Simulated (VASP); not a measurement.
# TiB2 (P6/mmm) in VASP: notebook, part 2 of 2

VASP 6.6.1. The steps go on from the part before.

**4. Single point, PBE**

This run uses another cell than the first one, of the same volume but with other edges.

INCAR reads:

```
ALGO = Normal ; EDIFF = 1E-6
ENCUT = 520 ; GGA = PE
ISIF = 2 ; ISMEAR = 0
LASPH = True ; LCHARG = False
LREAL = False ; LWAVE = False
NBANDS = 16 ; NELM = 100
PREC = Accurate ; SIGMA = 0.15
```

KPOINTS reads:

```
k-points
0
Gamma
  18 18 16
```

POSCAR reads:

```
TiB2
1.0
    3.2659127743      0.0000000000      0.0000000000
   -1.6329563872      2.8283634291      0.0000000000
    0.0000000000      0.0000000000      2.7785567741
Ti B
1 2
Direct
    0.0000000000      0.0000000000      0.0000000000
    0.3333333333      0.6666666667      0.5000000000
    0.6666666667      0.3333333333      0.5000000000
```

Potentials or basis: VASP PAW PBE potentials, release 64 (Ti_sv, B).

Started as:

```bash
$ cat potpaw_PBE.64/Ti_sv/POTCAR potpaw_PBE.64/B/POTCAR > POTCAR
$ mpirun -np 1 vasp_std > vasp.out
```

OUTCAR:

```text
EDIFF = 1E-6
   ENCUT = 520
   GGA = PE
   ISIF = 2
   ISMEAR = 0
   LASPH = True
   LREAL = False
   NELM = 100
   PREC = Accurate

 ion  position               nearest neighbor table
   1  0.000  0.000  0.000-   2 2.34   3 2.34   2 2.34   3 2.34   3 2.34   3 2.34   2 2.34   2 2.34
                             3 2.34   3 2.34   2 2.34   2 2.34
   2  0.333  0.667  0.500-   3 1.89   3 1.89   3 1.89   1 2.34   1 2.34   1 2.34   1 2.34   1 2.34
                             1 2.34
   3  0.667  0.333  0.500-   2 1.89   2 1.89   2 1.89   1 2.34   1 2.34   1 2.34   1 2.34   1 2.34
                             1 2.34

  LATTYP: Found a hexagonal cell.
 ALAT       =     3.2659127743
 C/A-ratio  =     0.8507749490

  Lattice vectors:

 A1 = (   3.2659127743,   0.0000000000,   0.0000000000)
 A2 = (  -1.6329563872,   2.8283634291,   0.0000000000)
 A3 = (   0.0000000000,   0.0000000000,   2.7785567741)

Analysis of symmetry for initial positions (statically):
=====================================================================
 Subroutine PRICEL returns:
 Original cell was already a primitive cell.

 Routine SETGRP: Setting up the symmetry group for a
 hexagonal supercell.

 Subroutine GETGRP returns: Found 24 space group operations
 (whereof 24 operations were pure point group operations)
 out of a pool of 24 trial point group operations.

The static configuration has the point symmetry D_6h.

Analysis of symmetry for dynamics (positions and initial velocities):
=====================================================================
 Subroutine PRICEL returns:
 Original cell was already a primitive cell.

 Routine SETGRP: Setting up the symmetry group for a
 hexagonal supercell.

 Subroutine GETGRP returns: Found 24 space group operations
 (whereof 24 operations were pure point group operations)
 out of a pool of 24 trial point group operations.

The dynamic configuration has the point symmetry D_6h.

 Subroutine INISYM returns: Found 24 space group operations
 (whereof 24 operations are pure point group operations),
 and found     1 'primitive' translations

----------------------------------------------------------------------------------------

                                     Primitive cell

  volume of cell :      25.6661

  direct lattice vectors                    reciprocal lattice vectors
     3.265912774  0.000000000  0.000000000     0.306193113  0.176780676  0.000000000
    -1.632956387  2.828363429  0.000000000     0.000000000  0.353561353  0.000000000
     0.000000000  0.000000000  2.778556774     0.000000000  0.000000000  0.359899070

  length of vectors
     3.265912774  3.265912774  2.778556774     0.353561353  0.353561353  0.359899070

  position of ions in fractional coordinates (direct lattice)
     0.000000000  0.000000000  0.000000000
     0.333333333  0.666666667  0.500000000
     0.666666667  0.333333333  0.500000000

  ion indices of the primitive-cell ions
   primitive index   ion index
                 1           1
                 2           2
                 3           3

----------------------------------------------------------------------------------------

 KPOINTS: k-points

Automatic generation of k-mesh.
 Grid dimensions read from file:
 generate k-points for:   18   18   16

 Generating k-lattice:

  Cartesian coordinates                     Fractional coordinates (reciprocal lattice)
     0.017010729  0.009821149  0.000000000     0.055555556 -0.000000000  0.000000000
     0.000000000  0.019642297  0.000000000     0.000000000  0.055555556  0.000000000
     0.000000000  0.000000000  0.022493692     0.000000000  0.000000000  0.062500000

  Length of vectors
     0.019642297  0.019642297  0.022493692

  Shift w.r.t. Gamma in fractional coordinates (k-lattice)
     0.000000000  0.000000000  0.000000000

 Subroutine IBZKPT returns following result:
 ===========================================

 Found    333 irreducible k-points:

 Following reciprocal coordinates:
            Coordinates               Weight
  0.000000  0.000000  0.000000      1.000000
  0.055556  0.000000  0.000000      6.000000
  0.111111  0.000000  0.000000      6.000000
  0.166667 -0.000000  0.000000      6.000000
  0.222222 -0.000000  0.000000      6.000000
  0.277778  0.000000  0.000000      6.000000
[... 16 lines left out ...]
  0.333333  0.111111  0.000000     12.000000
  0.388889  0.111111  0.000000     12.000000
 [... further k-points ...]
   k-points           NKPTS =    333   k-points in BZ     NKDIM =    333   number of bands    NBANDS=     16
   number of dos      NEDOS =    301   number of ions     NIONS =      3
   total plane-waves  NPLWV =  13824
   dimension x,y,z NGX =    24 NGY =   24 NGZ =   24
   dimension x,y,z NGXF=    48 NGYF=   48 NGZF=   48
   ions per type =               1   2
   NGX,Y,Z   is equivalent  to a cutoff of  12.22, 12.22, 14.36 a.u.
   NGXF,Y,Z  is equivalent  to a cutoff of  24.43, 24.43, 28.72 a.u.
 SYSTEM =  unknown system
   PREC   = accura    normal or accurate (medium, high low for compatibility)
   ISTART =      0    job   : 0-new  1-cont  2-samecut
   ICHARG =      2    charge: 1-file 2-atom 10-const
   ISPIN  =      1    spin polarized calculation?
   LNONCOLLINEAR =      F non collinear calculations
   LSORBIT =      F    spin-orbit coupling
   LASPH  =      T    aspherical Exc in radial PAW
   ENCUT  =  520.0 eV  38.22 Ry    6.18 a.u.   6.07  6.07  5.17*2*pi/ulx,y,z
   NELM   =    100;   NELMIN=  2; NELMDL= -5     # of ELM steps
   EDIFF  = 0.1E-05   stopping-criterion for ELM
   LREAL  =      F    real-space projection
   EDIFFG = 0.1E-04   stopping-criterion for IOM
   NSW    =      0    number of steps for IOM
   IBRION =     -1    ionic relax: 0-MD 1-quasi-New 2-CG
   NFREE  =      0    steps in history (QN), initial steepest desc. (CG)
   ISIF   =      2    stress and relaxation
   ISYM   =      2    0-nonsym 1-usesym 2-fastsym
   POTIM  = 0.5000    time-step for ionic-motion
   TEBEG  =    0.0;   TEEND  =   0.0 temperature during run
   PSTRESS=    0.0 pullay stress
   NELECT =      18.0000    total number of electrons
   NUPDOWN=      -1.0000    fix difference up-down
   EMIN   =  10.00;   EMAX   =-10.00  energy-range for DOS
   EFERMI =   0.00;   METHOD = LEGACY
   ISMEAR =     0;   SIGMA  =   0.15  broadening in eV -4-tet -1-fermi 0-gaus
   EFERMI_NEDOS =   21; number of points for ismear=-14 and -15
   IALGO  =     38    algorithm
   IMIX   =      4    mixing-type and parameters
     AMIX     =   0.40;   BMIX     =  1.00
     AMIX_MAG =   1.60;   BMIX_MAG =  1.00
  volume/ion in A,a.u.               =       8.56        57.73
  Fermi-wavevector in a.u.,A,eV,Ry     =   1.454496  2.748600 28.783937  2.115560
  Thomas-Fermi vector in A             =   2.571640
   LORBIT       =      0    0 simple, 1 ext, 2 COOP (PROOUT), +10 PAW based schemes
   GGA     = PE    functional components
   LHFCALC =     F    Hartree Fock is set to
   AEXX    =    0.0000 exact exchange contribution
   IVDW    =     0    specifies the selected vdW correction
   LEPSILON=     F    determine dielectric tensor
   LRPA    =     F    only Hartree local field effects (RPA)
 non-spin polarized calculation
 Gauss-broadening in eV      SIGMA  =   0.15
  energy-cutoff  :      520.00
  volume of cell :       25.67
 maximum number of plane-waves:       711
   NGX = 13   NGY = 13   NGZ = 11

 number of electron      17.9999998 magnetization

 Free energy of the ion-electron system (eV)
  ---------------------------------------------------
  ext. energy  EPLUGINS =         0.00000000
  ---------------------------------------------------
  free energy    TOTEN  =       -23.42434296 eV

  energy without entropy =      -23.41928026  energy(sigma->0) =      -23.42181161

 E-fermi :   9.9973     XC(G=0): -12.8127

 val. band max:        9.9860474068   @ k =   0.1667  -0.0000   0.0000
 cond. band min:       9.9983974532   @ k =   0.1111   0.0556   0.2500
 fundamental gap:      0.0123500464
 Fermi energy:         9.9973119275

 k-point     1 :       0.0000    0.0000    0.0000
  band No.  band energies     occupation
      1     -46.5772      2.00000
      2     -22.8056      2.00000
      3     -22.8056      2.00000
      4     -22.6046      2.00000
      5      -3.2030      2.00000
      6       6.0862      2.00000
[... 433 lines left out ...]
      3     -22.8797      2.00000
      4     -22.5757      2.00000
      5      -0.0177      2.00000
      6       1.3779      2.00000
[... 8 lines left out ...]
     15      17.9446      0.00000
     16      19.4530      0.00000

 [... further k-points ...]

------------------------ aborting loop because EDIFF is reached ----------------------------------------

  FORCE on cell =-STRESS in cart. coord.  units (eV):
  Direction    XX          YY          ZZ          XY          YZ          ZX
  --------------------------------------------------------------------------------------
  -------------------------------------------------------------------------------------
  Total       -4.6135332     -4.6135332      8.1070035      0.0000000      0.0000000      0.0000000
  in kB     -287.9951441   -287.9951441    506.0714900      0.0000000      0.0000000      0.0000000
  external PRESSURE =     -23.3062661 kB  Pullay stress =       0.0000000 kB

 VOLUME and BASIS-vectors are now :
 -----------------------------------------------------------------------------
  energy-cutoff  :      520.00
  volume of cell :       25.67
      direct lattice vectors                 reciprocal lattice vectors
     3.265912774  0.000000000  0.000000000     0.306193113  0.176780676  0.000000000
    -1.632956387  2.828363429  0.000000000     0.000000000  0.353561353  0.000000000
     0.000000000  0.000000000  2.778556774     0.000000000  0.000000000  0.359899070

 POSITION                                       TOTAL-FORCE (eV/Angst)
 -----------------------------------------------------------------------------------
      0.00000      0.00000      0.00000        -0.000000      0.000000      0.000000
     -0.00000      1.88558      1.38928         0.000000     -0.000000      0.000000
      1.63296      0.94279      1.38928        -0.000000      0.000000      0.000000
 -----------------------------------------------------------------------------------
    total drift:                               -0.000000      0.000000     -0.000000

  FREE ENERGIE OF THE ION-ELECTRON SYSTEM (eV)
  ---------------------------------------------------
  free  energy   TOTEN  =       -23.4243429627 eV

  energy  without entropy=      -23.4192802574  energy(sigma->0) =      -23.42181161
```

OSZICAR:

```text
N       E                     dE             d eps       ncg     rms          rms(c)
DAV:   1     0.122264194013E+03    0.12226E+03   -0.90164E+03 10680   0.128E+03
DAV:   2    -0.202692157666E+02   -0.14253E+03   -0.13764E+03 11584   0.340E+02
DAV:   3    -0.271621857962E+02   -0.68930E+01   -0.68210E+01 15384   0.721E+01
DAV:   4    -0.273239454176E+02   -0.16176E+00   -0.16168E+00 13072   0.986E+00
DAV:   5    -0.273274884415E+02   -0.35430E-02   -0.35430E-02 15720   0.125E+00    0.173E+01
DAV:   6    -0.234992204431E+02    0.38283E+01   -0.17221E+01 14608   0.459E+01    0.427E+00
DAV:   7    -0.234259860828E+02    0.73234E-01   -0.11727E+00 11960   0.128E+01    0.388E+00
DAV:   8    -0.234372857916E+02   -0.11300E-01   -0.18716E-01 17752   0.367E+00    0.906E-01
DAV:   9    -0.234247203819E+02    0.12565E-01   -0.77312E-02 13776   0.308E+00    0.287E-01
DAV:  10    -0.234244109755E+02    0.30941E-03   -0.56030E-03 12944   0.895E-01    0.103E-01
DAV:  11    -0.234243541071E+02    0.56868E-04   -0.26364E-04 13664   0.167E-01    0.427E-02
DAV:  12    -0.234243433680E+02    0.10739E-04   -0.59607E-05 13152   0.873E-02    0.113E-02
DAV:  13    -0.234243429627E+02    0.40534E-06   -0.40027E-06 12464   0.219E-02
   1 F= -.23424343E+02 E0= -.23421812E+02  d E =-.506271E-02
```

stdout:

```text
POSCAR found type information on POSCAR TiB
 POSCAR found :  2 types and       3 ions
 scaLAPACK will be used
 LDA part: xc-table for (Slater+PW92), standard interpolation
 POSCAR, INCAR and KPOINTS ok, starting setup
 FFT: planning ... GRIDC
 FFT: planning ... GRID_SOFT
 FFT: planning ... GRID
 WAVECAR not read
 entering main loop
```

Wall time 1.9 min (1 thread of AMD EPYC 7R13 (Zen 3), shared host); peak memory 0.22 GiB.

Results:

```
Free energy            : -23.4243 eV
Pressure               : -2.3 GPa
Band gap on the k mesh : zero (band 9 reaches 11.04 eV, above the bottom of band 10 at 8.73 eV)
```

**5. Single point, PBE**

This run uses another cell than the first one, of the same volume but with other edges.

INCAR reads:

```
SYSTEM = TiB2
PREC     = Accurate       ! precision mode
ENCUT    = 520            ! plane-wave cutoff, eV
EDIFF    = 1E-6           ! SCF threshold, eV
ISMEAR   = 0              ! smearing method
SIGMA    = 0.15           ! smearing width, eV
LREAL    = .FALSE.        ! projectors in reciprocal space
LASPH    = .TRUE.         ! aspherical terms in the spheres
NELM     = 100            ! most SCF steps
ALGO     = Normal         ! electronic algorithm
ISIF     = 2              ! what is computed and relaxed
LWAVE    = .FALSE.        ! write WAVECAR
LCHARG   = .FALSE.        ! write CHGCAR
GGA      = PE             ! functional
NBANDS   = 16             ! bands
```

KPOINTS reads:

```
Automatic mesh
0
G
  18 18 16
  0 0 0
```

POSCAR reads:

```
TiB2
1.0
    2.7779225062      0.0000000000      0.0000000000
   -1.3889612531      2.4057514601      0.0000000000
    0.0000000000      0.0000000000      3.8405036778
Ti B
1 2
Direct
    0.0000000000      0.0000000000      0.0000000000
    0.3333333333      0.6666666667      0.5000000000
    0.6666666667      0.3333333333      0.5000000000
```

Started as:

```bash
$ cat potpaw_PBE.64/Ti_sv/POTCAR potpaw_PBE.64/B/POTCAR > POTCAR
$ mpirun -np 1 vasp_std > vasp.out
```

Wall time 2.2 min (1 thread of AMD EPYC 7R13 (Zen 3), shared host); peak memory 0.22 GiB.

The run converged. Its results:

* Free energy: -22.9124 eV
* Pressure: 19.4 GPa
* Band gap on the k mesh: zero (band 9 reaches 10.33 eV, above the bottom of band 10 at 9.25 eV)

Stress tensor (GPa, compression positive):
```
 54.96   0.00   0.00
  0.00  54.96   0.00
  0.00   0.00 -51.87
```

Levels at points of the mesh, in eV from the Fermi level:
```
           k point  band 5  band 6  band 7  band 8  band 9  band 10  band 11  band 12  band 13  band 14
(0.00, 0.00, 0.00)  -13.44   -4.45   -2.74   -0.53   -0.53     2.45     2.45     2.71     2.71     6.24
(0.50, 0.00, 0.00)   -8.83   -8.41   -4.01   -2.17   -2.04     1.67     2.77     3.57     3.81     5.93
(0.00, 0.00, 0.50)  -12.41   -7.64   -0.72    0.75    0.75     1.01     1.01     1.82     1.82    10.34
(0.50, 0.00, 0.50)   -9.08   -7.85   -3.29   -3.02   -2.32     1.21     2.59     3.61     3.83     6.23
```

**6. Overview**

| cell | gap on the mesh (eV) | pressure (GPa) |
| --- | --- | --- |
| a = 3.073, b = 3.073, c = 3.138 Å, angles 90.0, 90.0, 120.0°, 3 atoms | none | -1.1 |
| a = 2.983, b = 2.983, c = 3.331 Å, angles 90.0, 90.0, 120.0°, 3 atoms | none | 2.3 |
| a = 3.266, b = 3.266, c = 2.779 Å, angles 90.0, 90.0, 120.0°, 3 atoms | none | -2.3 |
| a = 2.778, b = 2.778, c = 3.841 Å, angles 90.0, 90.0, 120.0°, 3 atoms | none | 19.4 |

Alike in all rows: task single point; level PBE; potentials or basis VASP PAW PBE potentials, release 64 (Ti_sv, B); no spin polarisation; k mesh 18 × 18 × 16; cutoff (eV) 520; smearing gaussian 0.15 eV.

Total energies depend on the potentials used, so only differences within one code and one set of settings carry meaning.
